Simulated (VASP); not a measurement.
A run of VASP 6.6.1 is set up as follows.

INCAR

```
SYSTEM = W
PREC = Accurate
ENCUT = 520
EDIFF = 1E-6
ISMEAR = -1
SIGMA = 0.1
LREAL = .False.
LASPH = .True.
NELM = 60
ALGO = Normal
ISIF = 2
LWAVE = .False.
LCHARG = .False.
GGA = RP
NBANDS = 28
```

Contents of KPOINTS:

```
Automatic mesh
0
Gamma
  10 10 16
  0 0 0
```

POSCAR

```
W
1.0
    4.7071833887      0.0000000000      0.0000000000
   -2.3535916944      4.0765403949      0.0000000000
    0.0000000000      0.0000000000      2.6212812935
W
3
Direct
    0.0000000000      0.0000000000      0.0000000000
    0.3333333333      0.6666666667      0.5000000000
    0.6666666667      0.3333333333      0.5000000000
```

Potentials or basis: VASP PAW PBE potentials, release 64 (W_sv).

The run is started by

```console
$ cat potpaw_PBE.64/W_sv/POTCAR > POTCAR
$ mpirun -np 1 vasp_std > vasp.out
```

Question: Predict the pressure.

Answer: 0.5 GPa.

Question: Estimate the band gap on the k mesh.

Answer: Zero (band 21 reaches 10.85 eV, above the bottom of band 22 at 10.26 eV).

Caveat: the PAW data sets were made with another functional, which shifts forces and pressure a little; spin-orbit coupling is left out, which moves the levels of the heavy elements.
